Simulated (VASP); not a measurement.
Crystal: Pd.

```
Pd
1.0
     0.00000    1.94650    1.94650
     1.94650    0.00000    1.94650
     1.94650    1.94650    0.00000
Pd
1
Direct
  0.00000 0.00000 0.00000
```

- Program: VASP 6.6.1
- Task: relaxation of cell and atoms
- Functional: LDA
- Potentials or basis: VASP PAW LDA potentials, release 64 (Pd)
- Cutoff: 600 eV
- k mesh: 20 × 20 × 20
- Occupations: methfessel-paxton, width 0.1 eV
- Spin: no spin polarisation

At the start: pressure -8.5 GPa; volume 14.75 Å³/atom.

Question: How do energy, volume and symmetry change on relaxing?

Answer: Over 4 steps the energy falls by 16.6 meV/atom and the volume is 14.15 Å³/atom (-4.1 %); space group Fm-3m (No. 225, to 0.05 Å).

Step by step:
```csv
step,energy change (eV),largest force (eV/Å),pressure (GPa),volume (Å³)
1,0.0000,0.0000,-8.48,14.75
2,0.0428,0.0000,20.50,13.15
3,-0.0166,0.0000,-0.21,14.16
4,-0.0166,0.0000,-0.04,14.15
```

Final structure:
```
Pd
1.0
     0.00000    1.91979    1.91979
     1.91979    0.00000    1.91979
     1.91979    1.91979    0.00000
Pd
1
Direct
  0.00000 0.00000 0.00000
```
